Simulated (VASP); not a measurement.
Set up this calculation in VASP 6.6.1, as the native input.

| Item | Value |
| --- | --- |
| Task | single point |
| Functional | PBEsol |
| Potentials or basis | VASP PAW PBE potentials, release 64 (B, N) |
| Cutoff | 520 eV |
| k mesh | 10 × 10 × 10 |
| Occupations | gaussian, width 0.01 eV |
| Spin | no spin polarisation |
| Dipole correction | no |
| Further INCAR settings | ALGO = Normal; EDIFF = 1e-07; NBANDS = 11 |

The structure of BN lies in POSCAR:

```
BN
1.0
    1.2675860196      0.7318404980      3.4173198006
   -1.2675860196      0.7318404980      3.4173198006
    0.0000000000     -1.4636820091      3.4173198006
B N
1 1
Direct
    0.9996710000      0.9996710000      0.9996710000
    0.3327620000      0.3327620000      0.3327620000
```

These files were run (other wordings do the same):

INCAR

```
SYSTEM = BN
PREC = Accurate
ENCUT = 520
EDIFF = 1E-7
ISMEAR = 0
SIGMA = 0.01
LREAL = .False.
LASPH = .True.
NELM = 60
ALGO = Normal
ISIF = 2
LWAVE = .False.
LCHARG = .False.
GGA = PS
NBANDS = 11
```

KPOINTS

```
Automatic mesh
0
Gamma
  10 10 10
  0 0 0
```

Potentials or basis: VASP PAW PBE potentials, release 64 (B, N).

Run with:

```console
$ cat potpaw_PBE.64/B/POTCAR potpaw_PBE.64/N/POTCAR > POTCAR
$ mpirun -np 1 vasp_std > vasp.out
```

It gave:

```json
{"Pressure": "-7.8 GPa", "Largest force": "0.005 eV/Å", "Band gap on the k mesh": "4.10 eV (least direct gap 4.73 eV)"}
```

Caveat: the cell stands under tension; the PAW data sets were made with another functional, which shifts forces and pressure a little.

It took 29 s on 1 thread of Intel(R) Xeon(R) Platinum 8488C (Sapphire Rapids), on a shared host, peak memory 0.16 GiB.
